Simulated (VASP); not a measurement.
A run of VASP 6.6.1:

The input INCAR:

```
  PREC = Accurate
  ENCUT = 520
  EDIFF = 1E-6
  ISMEAR = -1
  SIGMA = 0.05
  LREAL = False
  LASPH = True
  NELM = 100
  ALGO = Normal
  ISIF = 2
  LWAVE = False
  LCHARG = False
  GGA = PE
  NBANDS = 21
```

Contents of KPOINTS:

```
Automatic mesh
0
Gamma
  12 12 12
```

File POSCAR:

```
Sn
1.0
   -2.9659025872      2.9659025872      1.6138721875
    2.9659025872     -2.9659025872      1.6138721875
    2.9659025872      2.9659025872     -1.6138721875
Sn
2
Direct
    0.0000000000      0.0000000000      0.0000000000
    0.7500000000      0.2500000000      0.5000000000
```

Potentials or basis: VASP PAW PBE potentials, release 64 (Sn_d).

Run with:

```console
$ cat potpaw_PBE.64/Sn_d/POTCAR > POTCAR
$ mpirun -np 1 vasp_std > vasp.out
```

Hardware: 1 thread of Intel(R) Xeon(R) Platinum 8559C (Emerald Rapids), with other jobs on the host.

Problem. Estimate the wall time of this run.

Solution. Wall time 66 s on 1 thread of Intel(R) Xeon(R) Platinum 8559C (Emerald Rapids) (shared host), peak memory 0.29 GiB. Counts: scf iterations 10, k points 163.
